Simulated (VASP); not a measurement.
Wanted: the native input for a VASP 6.6.1 run.

| Property | Result |
| --- | --- |
| Task | single point |
| Functional | HSE06 |
| Potentials or basis | VASP PAW PBE potentials, release 64 (B, N) |
| Cutoff | 520 eV |
| k mesh | 9 × 9 × 2 |
| Occupations | fermi-dirac, width 0.02 eV |
| Spin | no spin polarisation |
| Dipole correction | no |
| Grid for exact exchange (PRECFOCK) | Normal |
| Further INCAR settings | ALGO = Normal; EDIFF = 1e-06; NBANDS = 16 |
| Share of exact exchange | 0.25 |
| Screening parameter | 0.2079 1/Å |

Crystal: BN.

```
B N
1.0
     2.49543    0.00000    0.00000
    -1.24771    2.16110    0.00000
     0.00000    0.00000    7.93716
B N
2 2
Direct
  0.33333 0.66667 0.25000
  0.66667 0.33333 0.75000
  0.66667 0.33333 0.25000
  0.33333 0.66667 0.75000
```

One way to write it, as run:

POSCAR

```
BN
1.0
    2.4954263286      0.0000000000      0.0000000000
   -1.2477131643      2.1611025938      0.0000000000
    0.0000000000      0.0000000000      7.9371649032
B N
2 2
Direct
    0.3333333333      0.6666666667      0.2500000000
    0.6666666667      0.3333333333      0.7500000000
    0.6666666667      0.3333333333      0.2500000000
    0.3333333333      0.6666666667      0.7500000000
```

INCAR.step1

```
SYSTEM = BN
PREC     = Accurate       ! precision mode
ENCUT    = 520            ! plane-wave cutoff, eV
EDIFF    = 1E-5           ! SCF threshold, eV
ISMEAR   = -1             ! smearing method
SIGMA    = 0.02           ! smearing width, eV
LREAL    = .False.        ! projectors in reciprocal space
LASPH    = .True.         ! aspherical terms in the spheres
NELM     = 120            ! most SCF steps
ALGO     = Normal         ! electronic algorithm
ISIF     = 2              ! what is computed and relaxed
LWAVE    = .True.         ! write WAVECAR
LCHARG   = .False.        ! write CHGCAR
NBANDS   = 16             ! bands
GGA      = PE             ! functional
GGA_COMPAT= .False.
```

INCAR.step2

```
SYSTEM = BN
PREC     = Accurate       ! precision mode
ENCUT    = 520            ! plane-wave cutoff, eV
EDIFF    = 1E-6           ! SCF threshold, eV
ISMEAR   = -1             ! smearing method
SIGMA    = 0.02           ! smearing width, eV
LREAL    = .False.        ! projectors in reciprocal space
LASPH    = .True.         ! aspherical terms in the spheres
NELM     = 120            ! most SCF steps
ALGO     = Normal         ! electronic algorithm
ISIF     = 2              ! what is computed and relaxed
LWAVE    = .False.        ! write WAVECAR
LCHARG   = .False.        ! write CHGCAR
GGA      = PE             ! functional
LHFCALC  = .True.         ! exact exchange
HFSCREEN = 0.2079         ! screening, 1/A
PRECFOCK = Normal       
NBANDS   = 16             ! bands
ISTART   = 1            
GGA_COMPAT= .False.
```

KPOINTS

```
regular mesh
0
Gamma
  9 9 2
  0 0 0
```

Potentials or basis: VASP PAW PBE potentials, release 64 (B, N).

Command:

```sh
$ cat potpaw_PBE.64/B/POTCAR potpaw_PBE.64/N/POTCAR > POTCAR
$ cp INCAR.step1 INCAR
$ mpirun -np 1 vasp_std > vasp.out
$ cp INCAR.step2 INCAR
$ mpirun -np 1 vasp_std > vasp.out
```

Results of the run:

```json
{
 "Pressure": "0.2 GPa",
 "Band gap on the k mesh": "5.59 eV (least direct gap 6.10 eV)"
}
```

Caveat: the PAW data sets were made with another functional, which shifts forces and pressure a little; this functional lacks dispersion, which binds layers or chains, so the pressure and a relaxed spacing across them are unreliable.

Run time: 24 min on 1 thread of Intel(R) Xeon(R) Platinum 8375C CPU @ 2.90GHz (Ice Lake), with other jobs on the host, peak memory 0.27 GiB.
